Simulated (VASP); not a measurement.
# Ni (Fm-3m) in VASP: a series of runs, part 2 of 2

VASP 6.6.1. Earlier steps stand in the parts before.

### 4 Single point, r2SCAN

File POSCAR:

```
Ni
1.0
    0.0000000000      1.7330608651      1.7330608651
    1.7330608651      0.0000000000      1.7330608651
    1.7330608651      1.7330608651      0.0000000000
Ni
1
Direct
    0.0000000000      0.0000000000      0.0000000000
```

File INCAR.step1:

```
SYSTEM = Ni
PREC = Accurate ; ENCUT = 520
ISMEAR = -1 ; SIGMA = 0.1
LREAL = .FALSE. ; LASPH = .TRUE.
NELM = 60 ; NBANDS = 11
GGA = PE ; ALGO = Normal
EDIFF = 1E-4 ; LWAVE = .TRUE.
LCHARG = .FALSE.
```

File INCAR.step2:

```
SYSTEM = Ni
PREC = Accurate ; ENCUT = 520
EDIFF = 1E-6 ; ISMEAR = -1
SIGMA = 0.1 ; LREAL = .FALSE.
LASPH = .TRUE. ; NELM = 60
ALGO = Normal ; ISIF = 2
LWAVE = .FALSE. ; LCHARG = .FALSE.
METAGGA = R2SCAN ; LMIXTAU = .TRUE.
NBANDS = 11 ; ISTART = 1
```

File KPOINTS:

```
Automatic mesh
0
G
  16 16 16
  0 0 0
```

Potentials or basis: VASP PAW PBE potentials, release 64 (Ni).

Launch:

```sh
$ cat potpaw_PBE.64/Ni/POTCAR > POTCAR
$ cp INCAR.step1 INCAR
$ mpirun -np 1 vasp_std > vasp.out
$ cp INCAR.step2 INCAR
$ mpirun -np 1 vasp_std > vasp.out
```

OUTCAR:

```text
SYSTEM = Ni
   PREC = Accurate
   ENCUT = 520
   EDIFF = 1E-6
   ISMEAR = -1
   LREAL = .FALSE.
   LASPH = .TRUE.
   NELM = 60
   ISIF = 2
   METAGGA = R2SCAN
   ISTART = 1

 ion  position               nearest neighbor table
   1  0.000  0.000  0.000-

  LATTYP: Found a face centered cubic cell.
 ALAT       =     3.4661217302

  Lattice vectors:

 A1 = (   0.0000000000,   1.7330608651,   1.7330608651)
 A2 = (   1.7330608651,   0.0000000000,   1.7330608651)
 A3 = (   1.7330608651,   1.7330608651,   0.0000000000)

Analysis of symmetry for initial positions (statically):
=====================================================================
 Subroutine PRICEL returns:
 Original cell was already a primitive cell.

 Routine SETGRP: Setting up the symmetry group for a
 face centered cubic supercell.

 Subroutine GETGRP returns: Found 48 space group operations
 (whereof 48 operations were pure point group operations)
 out of a pool of 48 trial point group operations.

The static configuration has the point symmetry O_h .

Analysis of symmetry for dynamics (positions and initial velocities):
=====================================================================
 Subroutine PRICEL returns:
 Original cell was already a primitive cell.

 Routine SETGRP: Setting up the symmetry group for a
 face centered cubic supercell.

 Subroutine GETGRP returns: Found 48 space group operations
 (whereof 48 operations were pure point group operations)
 out of a pool of 48 trial point group operations.

The dynamic configuration has the point symmetry O_h .

 Subroutine INISYM returns: Found 48 space group operations
 (whereof 48 operations are pure point group operations),
 and found     1 'primitive' translations

----------------------------------------------------------------------------------------

                                     Primitive cell

  volume of cell :      10.4105

[... 111 lines left out ...]
   METAGGA = R2SCAN    functional components
   LHFCALC =     F    Hartree Fock is set to
   AEXX    =    0.0000 exact exchange contribution
   IVDW    =     0    specifies the selected vdW correction
   LEPSILON=     F    determine dielectric tensor
   LRPA    =     F    only Hartree local field effects (RPA)
 non-spin polarized calculation
  energy-cutoff  :      520.00
  volume of cell :       10.41
 maximum number of plane-waves:       293
   NGX =  9   NGY =  9   NGZ =  9

 number of electron       9.9999995 magnetization

 Free energy of the ion-electron system (eV)
  ---------------------------------------------------
  ext. energy  EPLUGINS =         0.00000000
  ---------------------------------------------------
  free energy    TOTEN  =       -11.87221199 eV

  energy without entropy =      -11.78788074  energy(sigma->0) =      -11.83004637

 E-fermi :   9.6224     XC(G=0): -14.6588

 val. band max:        9.6201271840   @ k =  -0.3125   0.3750   0.1875
 cond. band min:       9.6229532355   @ k =   0.4375   0.3750   0.0000
 fundamental gap:      0.0028260515
 Fermi energy:         9.6224096157

 k-point     1 :       0.0000    0.0000    0.0000
  band No.  band energies     occupation
      1       0.1293      2.00000
      2       7.6066      2.00000
      3       7.6066      2.00000
      4       7.6066      2.00000
      5       8.7252      1.99975
      6       8.7252      1.99975
      7      34.7582      0.00000
      8      39.4321      0.00000
      9      39.4321      0.00000
     10      39.4323      0.00000
     11      42.3363      0.00000
[... 309 lines left out ...]
 k-point    24 :      -0.0625    0.0625    0.0000
  band No.  band energies     occupation
      1       0.5641      2.00000
      2       7.4746      2.00000
      3       7.6997      2.00000
      4       7.7167      2.00000
      5       8.6309      1.99990
      6       8.7432      1.99970
      7      33.4664      0.00000
      8      35.5651      0.00000
      9      37.9778      0.00000
     10      40.0217      0.00000
     11      42.6042      0.00000

 [... further k-points ...]

------------------------ aborting loop because EDIFF is reached ----------------------------------------

  FORCE on cell =-STRESS in cart. coord.  units (eV):
  Direction    XX          YY          ZZ          XY          YZ          ZX
  --------------------------------------------------------------------------------------
  -------------------------------------------------------------------------------------
  Total        0.0504388      0.0504388      0.0504388      0.0000000      0.0000000      0.0000000
  in kB        7.7625467      7.7625467      7.7625467      0.0000000      0.0000000      0.0000000
  external PRESSURE =       7.7625467 kB  Pullay stress =       0.0000000 kB

 VOLUME and BASIS-vectors are now :
 -----------------------------------------------------------------------------
  energy-cutoff  :      520.00
  volume of cell :       10.41
      direct lattice vectors                 reciprocal lattice vectors
     0.000000000  1.733060865  1.733060865    -0.288506890  0.288506890  0.288506890
     1.733060865  0.000000000  1.733060865     0.288506890 -0.288506890  0.288506890
     1.733060865  1.733060865  0.000000000     0.288506890  0.288506890 -0.288506890

 POSITION                                       TOTAL-FORCE (eV/Angst)
 -----------------------------------------------------------------------------------
      0.00000      0.00000      0.00000         0.000000      0.000000      0.000000
 -----------------------------------------------------------------------------------
    total drift:                                0.000000     -0.000000      0.000000

  FREE ENERGIE OF THE ION-ELECTRON SYSTEM (eV)
  ---------------------------------------------------
  free  energy   TOTEN  =       -11.8722119946 eV

  energy  without entropy=      -11.7878807414  energy(sigma->0) =      -11.83004637
```

OSZICAR.step1:

```text
N       E                     dE             d eps       ncg     rms          rms(c)
DAV:   1     0.279914798781E+02    0.27991E+02   -0.49559E+03  3276   0.126E+03
DAV:   2    -0.560299640204E+01   -0.33594E+02   -0.31876E+02  3291   0.171E+02
DAV:   3    -0.649017101824E+01   -0.88717E+00   -0.87991E+00  3585   0.322E+01
DAV:   4    -0.649766365285E+01   -0.74926E-02   -0.74904E-02  3551   0.266E+00
DAV:   5    -0.649782328250E+01   -0.15963E-03   -0.15963E-03  3615   0.366E-01    0.101E+01
DAV:   6    -0.576822662472E+01    0.72960E+00   -0.14300E+01  3867   0.535E+01    0.559E+00
DAV:   7    -0.547251333304E+01    0.29571E+00   -0.24084E+00  3823   0.204E+01    0.190E+00
DAV:   8    -0.545361714094E+01    0.18896E-01   -0.29597E-02  4545   0.174E+00    0.503E-01
DAV:   9    -0.545187568969E+01    0.17415E-02   -0.17125E-03  4649   0.283E-01    0.708E-02
DAV:  10    -0.545189195795E+01   -0.16268E-04   -0.16449E-05  1874   0.412E-02
   1 F= -.54518920E+01 E0= -.54081227E+01  d E =-.875385E-01
```

Wall time 37 s (1 thread of AMD EPYC 9R45 (Zen 5), shared host); peak memory 0.1 GiB.

What came out:

```
Free energy            : -11.8722 eV
Pressure               : 0.8 GPa
Band gap on the k mesh : zero (band 5 reaches 9.81 eV, above the bottom of band 6 at 8.68 eV)
```

Levels at points of the mesh, in eV from the Fermi level:
| k point | band 2 | band 3 | band 4 | band 5 | band 6 | band 7 | band 8 | band 9 |
| --- | --- | --- | --- | --- | --- | --- | --- | --- |
| (0.00, 0.00, 0.00) | -2.02 | -2.02 | -2.02 | -0.90 | -0.90 | 25.14 | 29.81 | 29.81 |
| (0.50, 0.00, 0.00) | -2.11 | -2.11 | -0.25 | -0.05 | -0.05 | 6.67 | 23.61 | 26.91 |
| (0.50, 0.50, 0.00) | -4.06 | -0.12 | 0.19 | 0.19 | 2.75 | 10.28 | 16.21 | 16.21 |

Caveat: the PAW data sets were made with another functional, which shifts forces and pressure a little; the run has no spin polarisation, though such a crystal can be magnetic. Spin polarisation is off, so any magnetic state and its effect on volume and gap are missing.

### 5 Single point, r2SCAN

POSCAR is that of step 4.

File INCAR.step1:

```
SYSTEM = Ni
PREC = Accurate
ENCUT = 520
ISMEAR = -1
SIGMA = 0.1
LREAL = .False.
LASPH = .True.
NELM = 80
NBANDS = 11
GGA = PE
ALGO = Normal
EDIFF = 1E-4
LWAVE = .True.
LCHARG = .False.
```

File INCAR.step2:

```
SYSTEM = Ni
PREC = Accurate
ENCUT = 520
EDIFF = 1E-7
ISMEAR = -1
SIGMA = 0.1
LREAL = .False.
LASPH = .True.
NELM = 80
ALGO = Normal
ISIF = 2
LWAVE = .False.
LCHARG = .True.
METAGGA = R2SCAN
LMIXTAU = .True.
LELF = .True.
LVHAR = .True.
NBANDS = 11
ISTART = 1
```

File KPOINTS:

```
Automatic mesh
0
Gamma
  22 22 22
  0 0 0
```

Potentials or basis: VASP PAW PBE potentials, release 64 (Ni).

Launch:

```sh
$ cat potpaw_PBE.64/Ni/POTCAR > POTCAR
$ cp INCAR.step1 INCAR
$ mpirun -np 1 vasp_std > vasp.out
$ cp INCAR.step2 INCAR
$ mpirun -np 1 vasp_std > vasp.out
```

OUTCAR:

```text
SYSTEM = Ni
   PREC = Accurate
   ENCUT = 520
   EDIFF = 1E-7
   ISMEAR = -1
   LREAL = .False.
   LASPH = .True.
   NELM = 80
   ISIF = 2
   METAGGA = R2SCAN
   ISTART = 1

 ion  position               nearest neighbor table
   1  0.000  0.000  0.000-

  LATTYP: Found a face centered cubic cell.
 ALAT       =     3.4661217302

  Lattice vectors:

 A1 = (   0.0000000000,   1.7330608651,   1.7330608651)
 A2 = (   1.7330608651,   0.0000000000,   1.7330608651)
 A3 = (   1.7330608651,   1.7330608651,   0.0000000000)
[... 504 lines left out ...]
      2       7.4753      2.00000
      3       7.5459      2.00000
      4       8.7729      1.99959
      5       9.5339      1.41600
      6      10.1179      0.01400
      7      16.5473      0.00000
      8      32.7945      0.00000
      9      35.5025      0.00000
     10      36.2069      0.00000
     11      39.6632      0.00000

 [... further k-points ...]
[... 5 lines left out ...]
  --------------------------------------------------------------------------------------
  -------------------------------------------------------------------------------------
  Total        0.0445132      0.0445132      0.0445132      0.0000000     -0.0000000     -0.0000000
  in kB        6.8505937      6.8505937      6.8505937      0.0000000     -0.0000000     -0.0000000
  external PRESSURE =       6.8505937 kB  Pullay stress =       0.0000000 kB

 VOLUME and BASIS-vectors are now :
 -----------------------------------------------------------------------------
  energy-cutoff  :      520.00
  volume of cell :       10.41
      direct lattice vectors                 reciprocal lattice vectors
     0.000000000  1.733060865  1.733060865    -0.288506890  0.288506890  0.288506890
     1.733060865  0.000000000  1.733060865     0.288506890 -0.288506890  0.288506890
     1.733060865  1.733060865  0.000000000     0.288506890  0.288506890 -0.288506890

 POSITION                                       TOTAL-FORCE (eV/Angst)
 -----------------------------------------------------------------------------------
      0.00000      0.00000      0.00000         0.000000      0.000000      0.000000
 -----------------------------------------------------------------------------------
    total drift:                                0.000000     -0.000000      0.000000

  FREE ENERGIE OF THE ION-ELECTRON SYSTEM (eV)
  ---------------------------------------------------
  free  energy   TOTEN  =       -11.8737590622 eV

  energy  without entropy=      -11.7918834527  energy(sigma->0) =      -11.83282126
```

OUTCAR.step1:

```text
SYSTEM = Ni
   PREC = Accurate
   ENCUT = 520
   ISMEAR = -1
   LREAL = .False.
   LASPH = .True.
[... 554 lines left out ...]
 -----------------------------------------------------------------------------------
      0.00000      0.00000      0.00000         0.000000      0.000000     -0.000000
 -----------------------------------------------------------------------------------
    total drift:                                0.000000     -0.000000      0.000000

  FREE ENERGIE OF THE ION-ELECTRON SYSTEM (eV)
  ---------------------------------------------------
  free  energy   TOTEN  =        -5.4532828389 eV

  energy  without entropy=       -5.3680855684  energy(sigma->0) =       -5.41068420
```

OSZICAR.step1:

```text
N       E                     dE             d eps       ncg     rms          rms(c)
DAV:   1     0.287134642130E+02    0.28713E+02   -0.50008E+03  7464   0.127E+03
DAV:   2    -0.557415883329E+01   -0.34288E+02   -0.32288E+02  7481   0.173E+02
DAV:   3    -0.648957167727E+01   -0.91541E+00   -0.90771E+00  8120   0.328E+01
DAV:   4    -0.649714558910E+01   -0.75739E-02   -0.75718E-02  8118   0.266E+00
DAV:   5    -0.649729678814E+01   -0.15120E-03   -0.15119E-03  8102   0.360E-01    0.101E+01
DAV:   6    -0.576740939104E+01    0.72989E+00   -0.14261E+01  8757   0.534E+01    0.557E+00
DAV:   7    -0.547347639897E+01    0.29393E+00   -0.23857E+00  8659   0.204E+01    0.189E+00
DAV:   8    -0.545503707049E+01    0.18439E-01   -0.27278E-02 10291   0.164E+00    0.506E-01
DAV:   9    -0.545326648398E+01    0.17706E-02   -0.20136E-03 10609   0.311E-01    0.731E-02
DAV:  10    -0.545328283887E+01   -0.16355E-04   -0.16959E-05  4277   0.456E-02
   1 F= -.54532828E+01 E0= -.54106842E+01  d E =-.851973E-01
```

It took 96 s on 1 thread of AMD EPYC 9R45 (Zen 5), shared host; peak memory 0.12 GiB.

Results:

```yaml
Free_energy: -11.8738 eV
Pressure: 0.7 GPa
Band_gap_on_the_k_mesh: zero (band 5 reaches 9.81 eV, above the bottom of band 6 at 8.68 eV)
```

Caveat: the PAW data sets were made with another functional, which shifts forces and pressure a little; the run has no spin polarisation, though such a crystal can be magnetic.

### 6 The runs side by side

| k mesh | smearing | gap on the mesh (eV) | pressure (GPa) |
| --- | --- | --- | --- |
| 15 × 15 × 15 | methfessel-paxton 0.6 eV | none | 0.3 |
| 15 × 15 × 15 | methfessel-paxton 1 eV | none | 0.0 |
| 16 × 16 × 16 | fermi-dirac 0.1 eV | none | 0.8 |
| 22 × 22 × 22 | fermi-dirac 0.1 eV | none | 0.7 |

Alike in all rows: task single point; level r2SCAN; potentials or basis VASP PAW PBE potentials, release 64 (Ni); no spin polarisation; cell as given; cutoff (eV) 520.

Every run on the cell as given and a fine mesh finds a metal.

Caveats: the PAW data sets were made with another functional, which shifts forces and pressure a little; the run has no spin polarisation, though such a crystal can be magnetic.

Absolute energies hang on the potentials; compare differences alone.
